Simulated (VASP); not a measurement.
# B2O (P-3m1) in VASP: a series of runs

The runs below take B2O through single point, with PBE+D3(BJ).

Program: VASP 6.6.1. These are calculated values, not measurements. Logs are shortened: lines on timing, memory, paths and dates and some standing lists are left out, and cuts for length are marked.

### Step 1. The cell of the first run

The structure is trigonal, space group P-3m1 (No. 164). The conventional cell has a = 2.679 Å, b = 2.679 Å, c = 9.785 Å, α = 90.00°, β = 90.00°, γ = 120.00°. Within 2.2 Å of B (site symmetry 3m) lie 3 O at 1.65 Å and 1 B at 1.76 Å. B (site symmetry 3m) has 3 B at 1.65 Å within 2.2 Å. Within 2.2 Å of O (site symmetry 3m) lie 3 B at 1.65 Å.

### Step 2. Single point, PBE+D3(BJ) (10.14 Å³/atom)

Input file INCAR:

```
ALGO = Normal ; EDIFF = 1E-7
ENCUT = 520 ; GGA = PE
ISIF = 2 ; ISMEAR = 0
IVDW = 12 ; LASPH = True
LCHARG = False ; LREAL = False
LWAVE = False ; NBANDS = 21
NELM = 80 ; PREC = Accurate
SIGMA = 0.15
```

Input file KPOINTS:

```
k-points
0
Gamma
  21 21 6
```

Input file POSCAR:

```
B2O
1.0
    2.6792549735      0.0000000000      0.0000000000
   -1.3396274868      2.3203028703      0.0000000000
    0.0000000000      0.0000000000      9.7846391633
B O
4 2
Direct
    0.0000000000      0.0000000000      0.4099026039
    0.0000000000      0.0000000000      0.5900973961
    0.6666666667      0.3333333333      0.0293462865
    0.3333333333      0.6666666667      0.9706537135
    0.6666666667      0.3333333333      0.3525784977
    0.3333333333      0.6666666667      0.6474215023
```

Potentials or basis: VASP PAW PBE potentials, release 64 (B, O).

Launch:

```
> cat potpaw_PBE.64/B/POTCAR potpaw_PBE.64/O/POTCAR > POTCAR
> mpirun -np 1 vasp_std > vasp.out
```

OUTCAR:

```text
EDIFF = 1E-7
   ENCUT = 520
   GGA = PE
   ISIF = 2
   ISMEAR = 0
   IVDW = 12
   LASPH = True
   LREAL = False
   NELM = 80
   PREC = Accurate
 IVDW          = 12

 ion  position               nearest neighbor table
   1  0.000  0.000  0.410-   5 1.65   5 1.65   5 1.65   2 1.76
   2  0.000  0.000  0.590-   6 1.65   6 1.65   6 1.65   1 1.76
   3  0.667  0.333  0.029-   4 1.65   4 1.65   4 1.65
   4  0.333  0.667  0.971-   3 1.65   3 1.65   3 1.65
   5  0.667  0.333  0.353-   1 1.65   1 1.65   1 1.65
   6  0.333  0.667  0.647-   2 1.65   2 1.65   2 1.65

  LATTYP: Found a hexagonal cell.
 ALAT       =     2.6792549735
 C/A-ratio  =     3.6520000000

  Lattice vectors:

 A1 = (   2.6792549735,   0.0000000000,   0.0000000000)
 A2 = (  -1.3396274868,   2.3203028703,   0.0000000000)
 A3 = (   0.0000000000,   0.0000000000,   9.7846391633)

Analysis of symmetry for initial positions (statically):
=====================================================================
 Subroutine PRICEL returns:
 Original cell was already a primitive cell.

 Routine SETGRP: Setting up the symmetry group for a
 hexagonal supercell.

 Subroutine GETGRP returns: Found 12 space group operations
 (whereof 12 operations were pure point group operations)
 out of a pool of 24 trial point group operations.

The static configuration has the point symmetry D_3d.

Analysis of symmetry for dynamics (positions and initial velocities):
=====================================================================
 Subroutine PRICEL returns:
 Original cell was already a primitive cell.

 Routine SETGRP: Setting up the symmetry group for a
 hexagonal supercell.

 Subroutine GETGRP returns: Found 12 space group operations
 (whereof 12 operations were pure point group operations)
 out of a pool of 24 trial point group operations.

The dynamic configuration has the point symmetry D_3d.

 Subroutine INISYM returns: Found 12 space group operations
 (whereof 12 operations are pure point group operations),
 and found     1 'primitive' translations

----------------------------------------------------------------------------------------

                                     Primitive cell

  volume of cell :      60.8280

  direct lattice vectors                    reciprocal lattice vectors
     2.679254973  0.000000000  0.000000000     0.373238087  0.215489110  0.000000000
    -1.339627487  2.320302870  0.000000000     0.000000000  0.430978220  0.000000000
[... 95 lines left out ...]
   EDIFFG = 0.1E-05   stopping-criterion for IOM
   NSW    =      0    number of steps for IOM
   IBRION =     -1    ionic relax: 0-MD 1-quasi-New 2-CG
   NFREE  =      0    steps in history (QN), initial steepest desc. (CG)
   ISIF   =      2    stress and relaxation
   ISYM   =      2    0-nonsym 1-usesym 2-fastsym
   POTIM  = 0.5000    time-step for ionic-motion
   TEBEG  =    0.0;   TEEND  =   0.0 temperature during run
   PSTRESS=    0.0 pullay stress
   NELECT =      24.0000    total number of electrons
   NUPDOWN=      -1.0000    fix difference up-down
   EMIN   =  10.00;   EMAX   =-10.00  energy-range for DOS
   EFERMI =   0.00;   METHOD = LEGACY
   ISMEAR =     0;   SIGMA  =   0.15  broadening in eV -4-tet -1-fermi 0-gaus
   EFERMI_NEDOS =   21; number of points for ismear=-14 and -15
   IALGO  =     38    algorithm
   IMIX   =      4    mixing-type and parameters
     AMIX     =   0.40;   BMIX     =  1.00
     AMIX_MAG =   1.60;   BMIX_MAG =  1.00
  volume/ion in A,a.u.               =      10.14        68.41
  Fermi-wavevector in a.u.,A,eV,Ry     =   1.200726  2.269044 19.616117  1.441744
  Thomas-Fermi vector in A             =   2.336555
   LORBIT       =      0    0 simple, 1 ext, 2 COOP (PROOUT), +10 PAW based schemes
   GGA     = PE    functional components
   LHFCALC =     F    Hartree Fock is set to
   AEXX    =    0.0000 exact exchange contribution
   IVDW    =    12    specifies the selected vdW correction
   LEPSILON=     F    determine dielectric tensor
   LRPA    =     F    only Hartree local field effects (RPA)
 non-spin polarized calculation
 Gauss-broadening in eV      SIGMA  =   0.15
  energy-cutoff  :      520.00
  volume of cell :       60.83
 maximum number of plane-waves:      1674
   NGX =  9   NGY =  9   NGZ = 37

 number of electron      24.0000004 magnetization

 Free energy of the ion-electron system (eV)
  ---------------------------------------------------
  ext. energy  EPLUGINS =         0.00000000
  ---------------------------------------------------
  free energy    TOTEN  =       -39.19228268 eV

  energy without entropy =      -39.18025746  energy(sigma->0) =      -39.18627007

 E-fermi :   3.4506     XC(G=0):  -9.7921

 val. band max:        3.4078736829   @ k =   0.1905   0.0476   0.5000
 cond. band min:       3.4732384109   @ k =  -0.0476   0.4286   0.3333
 fundamental gap:      0.0653647280
 Fermi energy:         3.4505981420

 k-point     1 :       0.0000    0.0000    0.0000
  band No.  band energies     occupation
      1     -19.6599      2.00000
      2     -19.1772      2.00000
      3      -8.4790      2.00000
      4      -6.8508      2.00000
      5      -2.7265      2.00000
      6      -2.1387      2.00000
[... 565 lines left out ...]
     20      12.9467      0.00000
     21      13.0214      0.00000

 [... further k-points ...]

------------------------ aborting loop because EDIFF is reached ----------------------------------------

 Edisp (eV)   -0.72028

 E8    (eV) :    -0.2203

  FORCE on cell =-STRESS in cart. coord.  units (eV):
  Direction    XX          YY          ZZ          XY          YZ          ZX
  --------------------------------------------------------------------------------------
  -------------------------------------------------------------------------------------
  Total      -8.46541    -8.46541    -2.71922     0.00000     0.00000     0.00000
  in kB    -222.97430  -222.97430   -71.62271     0.00000     0.00000     0.00000
  external pressure =     -172.52 kB  Pullay stress =        0.00 kB

 VOLUME and BASIS-vectors are now :
 -----------------------------------------------------------------------------
  energy-cutoff  :      520.00
  volume of cell :       60.83
      direct lattice vectors                 reciprocal lattice vectors
     2.679254973  0.000000000  0.000000000     0.373238087  0.215489110  0.000000000
    -1.339627487  2.320302870  0.000000000     0.000000000  0.430978220  0.000000000
     0.000000000  0.000000000  9.784639163     0.000000000  0.000000000  0.102201009

 POSITION                                       TOTAL-FORCE (eV/Angst)
 -----------------------------------------------------------------------------------
      0.00000      0.00000      4.01075         0.000000     -0.000000     -0.047395
      0.00000      0.00000      5.77389        -0.000000      0.000000      0.047395
      1.33963      0.77343      0.28714        -0.000000      0.000000     -1.638441
     -0.00000      1.54687      9.49750         0.000000     -0.000000      1.638441
      1.33963      0.77343      3.44985         0.000000     -0.000000      0.591346
     -0.00000      1.54687      6.33479         0.000000      0.000000     -0.591346
 -----------------------------------------------------------------------------------
    total drift:                                0.000000     -0.000000      0.000000

  FREE ENERGIE OF THE ION-ELECTRON SYSTEM (eV)
  ---------------------------------------------------
  free  energy   TOTEN  =       -39.9125602853 eV

  energy  without entropy=      -39.9005350654  energy(sigma->0) =      -39.90654768
```

stdout:

```text
POSCAR found type information on POSCAR B O
 POSCAR found :  2 types and       6 ions
 scaLAPACK will be used
 LDA part: xc-table for (Slater+PW92), standard interpolation
 POSCAR, INCAR and KPOINTS ok, starting setup
 FFT: planning ... GRIDC
 FFT: planning ... GRID_SOFT
 FFT: planning ... GRID
 WAVECAR not read
 entering main loop
```

It took 2.4 min on 1 thread of AMD EPYC 9R45 (Zen 5), shared host; peak memory 0.34 GiB.

What came out:

```yaml
Free_energy: -39.9126 eV
Pressure: -17.3 GPa
Largest_force: 1.638 eV/Å
Band_gap_on_the_k_mesh: zero (bands 12 and 13 overlap by 3.65 eV)
Dispersion_energy_per_atom: -0.120 eV
```

Forces in eV/Å, atoms in the order of the input:
```
B    0.000  0.000 -0.047
B    0.000  0.000  0.047
B    0.000  0.000 -1.638
B    0.000  0.000  1.638
O    0.000  0.000  0.591
O    0.000  0.000 -0.591
```

Caveat: the stress differs along the axes, from -22 to -7 GPa; forces of over 1 eV/Å act on the atoms, so gaps and moduli don't describe the material at rest.

### Step 3. Single point, PBE+D3(BJ) (10.14 Å³/atom)

Input file INCAR:

```
PREC = Accurate
ENCUT = 520
EDIFF = 1E-6
ISMEAR = 0
SIGMA = 0.15
LREAL = False
LASPH = True
NELM = 80
ALGO = Normal
ISIF = 2
LWAVE = False
LCHARG = False
GGA = PE
IVDW = 12
NBANDS = 21
```

Input file KPOINTS:

```
Automatic mesh
0
Gamma
  21 21 6
```

POSCAR, as its differences from that of step 2:

```diff
@@ -2,5 +2,5 @@
 1.0
-    2.6792549735      0.0000000000      0.0000000000
-   -1.3396274868      2.3203028703      0.0000000000
-    0.0000000000      0.0000000000      9.7846391633
+    2.5737037965      0.0000000000      0.0000000000
+   -1.2868518983      2.2288928696      0.0000000000
+    0.0000000000      0.0000000000     10.6036596416
 B O
```

Potentials or basis: VASP PAW PBE potentials, release 64 (B, O).

Launch:

```
> cat potpaw_PBE.64/B/POTCAR potpaw_PBE.64/O/POTCAR > POTCAR
> mpirun -np 1 vasp_std > vasp.out
```

OUTCAR:

```text
PREC = Accurate
   ENCUT = 520
   EDIFF = 1E-6
   ISMEAR = 0
   LREAL = False
   LASPH = True
   NELM = 80
   ISIF = 2
   GGA = PE
   IVDW = 12
 IVDW          = 12

 ion  position               nearest neighbor table
   1  0.000  0.000  0.410-   5 1.61   5 1.61   5 1.61   2 1.91
   2  0.000  0.000  0.590-   6 1.61   6 1.61   6 1.61   1 1.91
   3  0.667  0.333  0.029-   4 1.61   4 1.61   4 1.61
   4  0.333  0.667  0.971-   3 1.61   3 1.61   3 1.61
   5  0.667  0.333  0.353-   1 1.61   1 1.61   1 1.61
[... 787 lines left out ...]
  --------------------------------------------------------------------------------------
  -------------------------------------------------------------------------------------
  Total      -3.50365    -3.50365    -5.82212     0.00000     0.00000     0.00000
  in kB     -92.28432   -92.28432  -153.35159     0.00000     0.00000     0.00000
  external pressure =     -112.64 kB  Pullay stress =        0.00 kB

 VOLUME and BASIS-vectors are now :
 -----------------------------------------------------------------------------
  energy-cutoff  :      520.00
  volume of cell :       60.83
      direct lattice vectors                 reciprocal lattice vectors
     2.573703796  0.000000000  0.000000000     0.388545100  0.224326618  0.000000000
    -1.286851898  2.228892870  0.000000000     0.000000000  0.448653237  0.000000000
     0.000000000  0.000000000 10.603659642     0.000000000  0.000000000  0.094307063

 POSITION                                       TOTAL-FORCE (eV/Angst)
 -----------------------------------------------------------------------------------
      0.00000      0.00000      4.34647         0.000000     -0.000000      0.361505
      0.00000      0.00000      6.25719         0.000000      0.000000     -0.361505
      1.28685      0.74296      0.31118         0.000000      0.000000     -0.669968
     -0.00000      1.48593     10.29248         0.000000      0.000000      0.669968
      1.28685      0.74296      3.73862        -0.000000      0.000000      1.369782
     -0.00000      1.48593      6.86504        -0.000000     -0.000000     -1.369782
 -----------------------------------------------------------------------------------
    total drift:                                0.000000     -0.000000      0.000000

  FREE ENERGIE OF THE ION-ELECTRON SYSTEM (eV)
  ---------------------------------------------------
  free  energy   TOTEN  =       -40.0498834791 eV

  energy  without entropy=      -40.0344801668  energy(sigma->0) =      -40.04218182
```

stdout:

```text
POSCAR found type information on POSCAR B O
 POSCAR found :  2 types and       6 ions
 scaLAPACK will be used
 LDA part: xc-table for (Slater+PW92), standard interpolation
 POSCAR, INCAR and KPOINTS ok, starting setup
 FFT: planning ... GRIDC
 FFT: planning ... GRID_SOFT
 FFT: planning ... GRID
 WAVECAR not read
 entering main loop
```

It took 2.5 min on 1 thread of AMD EPYC 9R45 (Zen 5), shared host; peak memory 0.34 GiB.

What came out:

```yaml
Free_energy: -40.0499 eV
Pressure: -11.3 GPa
Largest_force: 1.370 eV/Å
Band_gap_on_the_k_mesh: zero (bands 12 and 13 overlap by 3.82 eV)
Dispersion_energy_per_atom: -0.119 eV
```

Forces in eV/Å, atoms in the order of the input:
```
B    0.000  0.000  0.362
B    0.000  0.000 -0.362
B    0.000  0.000 -0.670
B    0.000  0.000  0.670
O    0.000  0.000  1.370
O    0.000  0.000 -1.370
```

Caveat: the stress differs along the axes, from -15 to -9 GPa; forces of over 1 eV/Å act on the atoms, so gaps and moduli don't describe the material at rest.

### Step 4. Single point, PBE+D3(BJ) (10.14 Å³/atom)

Input file INCAR:

```
PREC = Accurate
ENCUT = 520
EDIFF = 1E-7
ISMEAR = 0
SIGMA = 0.15
LREAL = F
LASPH = T
NELM = 80
ALGO = Normal
ISIF = 2
LWAVE = F
LCHARG = T
GGA = PE
IVDW = 12
LELF = T
LVHAR = T
NBANDS = 21
```

KPOINTS is that of step 3.

POSCAR, as its differences from that of step 3:

```diff
@@ -2,5 +2,5 @@
 1.0
-    2.5737037965      0.0000000000      0.0000000000
-   -1.2868518983      2.2288928696      0.0000000000
-    0.0000000000      0.0000000000     10.6036596416
+    2.7153989578      0.0000000000      0.0000000000
+   -1.3576994789      2.3516044789      0.0000000000
+    0.0000000000      0.0000000000      9.5258910839
 B O
```

Launch:

```
> cat potpaw_PBE.64/B/POTCAR potpaw_PBE.64/O/POTCAR > POTCAR
> mpirun -np 1 vasp_std > vasp.out
```

It took 2.5 min on 1 thread of AMD EPYC 9R45 (Zen 5), shared host; peak memory 0.35 GiB.

It converged, with:

```
Free energy                : -39.7223 eV
Pressure                   : -18.6 GPa
Largest force              : 1.873 eV/Å
Band gap on the k mesh     : zero (bands 12 and 13 overlap by 3.29 eV)
Dispersion energy per atom : -0.121 eV
```

Forces on the atoms (eV/Å):
```
B    0.000  0.000 -0.424
B    0.000  0.000  0.424
B    0.000  0.000 -1.873
B    0.000  0.000  1.873
O    0.000  0.000  0.379
O    0.000  0.000 -0.379
```

Stress tensor (GPa, compression positive):
```
-26.08   0.00   0.00
  0.00 -26.08   0.00
  0.00   0.00  -3.78
```

Levels at points of the mesh, in eV from the Fermi level:
```
           k point  band 10  band 11  band 12  band 13  band 14  band 15
(0.00, 0.00, 0.00)    -3.37    -1.98     2.35     3.05     3.06     3.06
(0.00, 0.00, 0.50)    -3.95    -1.52     2.14     3.06     3.06     3.22
```

Caveat: the stress differs along the axes, from -26 to -4 GPa; forces of over 1 eV/Å act on the atoms, so gaps and moduli don't describe the material at rest.

### Step 5. Single point, PBE+D3(BJ) (10.14 Å³/atom)

Input file INCAR:

```
SYSTEM = B2O
ALGO = Normal ; EDIFF = 1E-6
ENCUT = 520 ; GGA = PE
ISIF = 2 ; ISMEAR = 0
IVDW = 12 ; LASPH = .True.
LCHARG = .False. ; LREAL = .False.
LWAVE = .False. ; NBANDS = 21
NELM = 100 ; PREC = Accurate
SIGMA = 0.15
```

Input file KPOINTS:

```
k-points
0
Gamma
  21 21 6
  0 0 0
```

POSCAR, as its differences from that of step 4:

```diff
@@ -2,5 +2,5 @@
 1.0
-    2.7153989578      0.0000000000      0.0000000000
-   -1.3576994789      2.3516044789      0.0000000000
-    0.0000000000      0.0000000000      9.5258910839
+    2.6436037743      0.0000000000      0.0000000000
+   -1.3218018872      2.2894280261      0.0000000000
+    0.0000000000      0.0000000000     10.0503266938
 B O
```

Launch:

```
> cat potpaw_PBE.64/B/POTCAR potpaw_PBE.64/O/POTCAR > POTCAR
> mpirun -np 1 vasp_std > vasp.out
```

Wall time 2.3 min (1 thread of AMD EPYC 9R45 (Zen 5), shared host); peak memory 0.34 GiB.

Results (log left out):

```yaml
Free_energy: -40.0302 eV
Pressure: -15.6 GPa
Largest_force: 1.360 eV/Å
Band_gap_on_the_k_mesh: zero (bands 12 and 13 overlap by 3.97 eV)
Dispersion_energy_per_atom: -0.120 eV
```

Forces in eV/Å, atoms in the order of the input:
```
B    0.000  0.000  0.201
B    0.000  0.000 -0.201
B    0.000  0.000 -1.360
B    0.000  0.000  1.360
O    0.000  0.000  0.828
O    0.000  0.000 -0.828
```

Stress tensor (GPa, compression positive):
```
-18.27   0.00   0.00
  0.00 -18.27   0.00
  0.00   0.00 -10.24
```

Levels at points of the mesh, in eV from the Fermi level:
| k point | band 10 | band 11 | band 12 | band 13 | band 14 | band 15 |
| --- | --- | --- | --- | --- | --- | --- |
| (0.00, 0.00, 0.00) | -3.99 | -2.25 | 2.93 | 3.23 | 3.36 | 3.36 |
| (0.00, 0.00, 0.50) | -4.33 | -1.93 | 2.50 | 3.36 | 3.36 | 3.74 |

Caveat: the stress differs along the axes, from -18 to -10 GPa; forces of over 1 eV/Å act on the atoms, so gaps and moduli don't describe the material at rest.

### Step 6. Single point, PBE+D3(BJ) (7.97 Å³/atom)

This run uses another cell than the first one, of 7.97 Å³/atom.

Input file INCAR:

```
SYSTEM = B2O
  PREC = Accurate
  ENCUT = 520
  EDIFF = 1E-6
  ISMEAR = 0
  SIGMA = 0.15
  LREAL = .False.
  LASPH = .True.
  NELM = 100
  ALGO = Fast
  ISIF = 2
  LWAVE = .False.
  LCHARG = .False.
  GGA = PE
  IVDW = 12
  NBANDS = 21
```

Input file KPOINTS:

```
regular mesh
0
Gamma
  21 21 6
  0 0 0
```

POSCAR, as its differences from that of step 5:

```diff
@@ -2,5 +2,5 @@
 1.0
-    2.6436037743      0.0000000000      0.0000000000
-   -1.3218018872      2.2894280261      0.0000000000
-    0.0000000000      0.0000000000     10.0503266938
+    2.4393504303      0.0000000000      0.0000000000
+   -1.2196752152      2.1125394414      0.0000000000
+    0.0000000000      0.0000000000      9.2738060761
 B O
```

Potentials or basis: VASP PAW PBE potentials, release 64 (B, O).

Launch:

```
> cat potpaw_PBE.64/B/POTCAR potpaw_PBE.64/O/POTCAR > POTCAR
> mpirun -np 1 vasp_std > vasp.out
```

It took 6.1 min on 1 thread of Oxide Virtual Turin-like, shared host; peak memory 0.29 GiB.

The run converged. Its results:

* Free energy: -39.8207 eV
* Pressure: 29.1 GPa
* Largest force: 1.862 eV/Å
* Band gap on the k mesh: zero (bands 12 and 13 overlap by 4.36 eV)
* Dispersion energy per atom: -0.151 eV

Forces in eV/Å, atoms in the order of the input:
```
B    0.000  0.000 -0.319
B    0.000  0.000  0.319
B    0.000  0.000  1.862
B    0.000  0.000 -1.862
O    0.000  0.000 -1.304
O    0.000  0.000  1.304
```

Stress tensor (GPa, compression positive):
```
34.73  0.00  0.00
 0.00 34.73  0.00
 0.00  0.00 17.88
```

Levels at points of the mesh, in eV from the Fermi level:
| k point | band 9 | band 10 | band 11 | band 12 | band 13 | band 14 | band 15 | band 16 |
| --- | --- | --- | --- | --- | --- | --- | --- | --- |
| (0.00, 0.00, 0.00) | -6.22 | -5.11 | -2.35 | 3.55 | 4.11 | 4.11 | 5.79 | 6.50 |
| (0.00, 0.00, 0.50) | -6.22 | -5.63 | -1.89 | 3.19 | 4.11 | 4.11 | 6.16 | 6.29 |

Caveat: the stress differs along the axes, from 18 to 35 GPa; forces of over 1 eV/Å act on the atoms, so gaps and moduli don't describe the material at rest.

### Step 7. The runs side by side

| cell | gap on the mesh (eV) | pressure (GPa) | largest force (eV/Å) |
| --- | --- | --- | --- |
| a = 2.679, b = 2.679, c = 9.785 Å, angles 90.0, 90.0, 120.0°, 6 atoms | none | -17.3 | 1.64 |
| a = 2.574, b = 2.574, c = 10.604 Å, angles 90.0, 90.0, 120.0°, 6 atoms | none | -11.3 | 1.37 |
| a = 2.715, b = 2.715, c = 9.526 Å, angles 90.0, 90.0, 120.0°, 6 atoms | none | -18.6 | 1.87 |
| a = 2.644, b = 2.644, c = 10.050 Å, angles 90.0, 90.0, 120.0°, 6 atoms | none | -15.6 | 1.36 |
| a = 2.439, b = 2.439, c = 9.274 Å, angles 90.0, 90.0, 120.0°, 6 atoms | none | 29.1 | 1.86 |

Alike in all rows: task single point; level PBE+D3(BJ); potentials or basis VASP PAW PBE potentials, release 64 (B, O); no spin polarisation; k mesh 21 × 21 × 6; cutoff (eV) 520; smearing gaussian 0.15 eV.

Caveats: forces of over 1 eV/Å act on the atoms, so gaps and moduli don't describe the material at rest; the stress differs along the axes, from -22 to -7 GPa (at least some runs); the stress differs along the axes, from -15 to -9 GPa (at least some runs); the stress differs along the axes, from -26 to -4 GPa (at least some runs); the stress differs along the axes, from -18 to -10 GPa (at least some runs); the stress differs along the axes, from 18 to 35 GPa (at least some runs).

Total energies depend on the potentials used, so only differences within one code and one set of settings carry meaning.

The gap in the log of VASP goes by the Fermi energy; the results here count the filled bands.